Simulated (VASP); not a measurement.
Here is a VASP 6.6.1 calculation.

The input INCAR:

```
SYSTEM = AlO2
PREC = Accurate
ENCUT = 520
EDIFF = 1E-7
ISMEAR = 0
SIGMA = 0.05
LREAL = Auto
LASPH = .TRUE.
NELM = 100
ALGO = Normal
ISIF = 2
LWAVE = .FALSE.
LCHARG = .FALSE.
GGA = PE
NBANDS = 150
```

KPOINTS

```
regular mesh
0
G
  1 2 2
  0 0 0
```

POSCAR

```
AlO2
1.0
    9.4400000000      0.0000000000      0.0000000000
    0.0000000000      5.6800000000      0.0000000000
    0.0000000000      0.0000000000      8.8400000000
Al O
16 32
Direct
    0.1460000000      0.1250000000      0.4760000000
    0.1460000000      0.1250000000      0.9760000000
    0.1460000000      0.6250000000      0.4760000000
    0.1460000000      0.6250000000      0.9760000000
    0.8540000000      0.3750000000      0.0240000000
    0.8540000000      0.3750000000      0.5240000000
    0.8540000000      0.8750000000      0.0240000000
    0.8540000000      0.8750000000      0.5240000000
    0.3540000000      0.3750000000      0.2260000000
    0.3540000000      0.3750000000      0.7260000000
    0.3540000000      0.8750000000      0.2260000000
    0.3540000000      0.8750000000      0.7260000000
    0.6460000000      0.1250000000      0.2740000000
    0.6460000000      0.1250000000      0.7740000000
    0.6460000000      0.6250000000      0.2740000000
    0.6460000000      0.6250000000      0.7740000000
    0.8010000000      0.1250000000      0.1435000000
    0.8010000000      0.1250000000      0.6435000000
    0.8010000000      0.6250000000      0.1435000000
    0.8010000000      0.6250000000      0.6435000000
    0.1990000000      0.3750000000      0.3565000000
    0.1990000000      0.3750000000      0.8565000000
    0.1990000000      0.8750000000      0.3565000000
    0.1990000000      0.8750000000      0.8565000000
    0.6990000000      0.3750000000      0.3935000000
    0.6990000000      0.3750000000      0.8935000000
    0.6990000000      0.8750000000      0.3935000000
    0.6990000000      0.8750000000      0.8935000000
    0.3010000000      0.1250000000      0.1065000000
    0.3010000000      0.1250000000      0.6065000000
    0.3010000000      0.6250000000      0.1065000000
    0.3010000000      0.6250000000      0.6065000000
    0.9440000000      0.1250000000      0.4010000000
    0.9440000000      0.1250000000      0.9010000000
    0.9440000000      0.6250000000      0.4010000000
    0.9440000000      0.6250000000      0.9010000000
    0.0560000000      0.3750000000      0.0990000000
    0.0560000000      0.3750000000      0.5990000000
    0.0560000000      0.8750000000      0.0990000000
    0.0560000000      0.8750000000      0.5990000000
    0.5560000000      0.3750000000      0.1510000000
    0.5560000000      0.3750000000      0.6510000000
    0.5560000000      0.8750000000      0.1510000000
    0.5560000000      0.8750000000      0.6510000000
    0.4440000000      0.1250000000      0.3490000000
    0.4440000000      0.1250000000      0.8490000000
    0.4440000000      0.6250000000      0.3490000000
    0.4440000000      0.6250000000      0.8490000000
```

Potentials or basis: VASP PAW PBE potentials, release 64 (Al, O).

Command:

```bash
$ cat potpaw_PBE.64/Al/POTCAR potpaw_PBE.64/O/POTCAR > POTCAR
$ mpirun -np 1 vasp_std > vasp.out
```

(1) What does it give for the pressure?

(2) Predict the band gap on the k mesh.

(3) What does it give for the largest force?

Answers

(1) -1.8 GPa.

(2) zero (bands 120 and 121 overlap by 0.01 eV).

(3) 1.231 eV/Å.

Caveat: the k points lie up to 0.67 Å⁻¹ apart; forces of over 1 eV/Å act on the atoms, so gaps and moduli don't describe the material at rest.
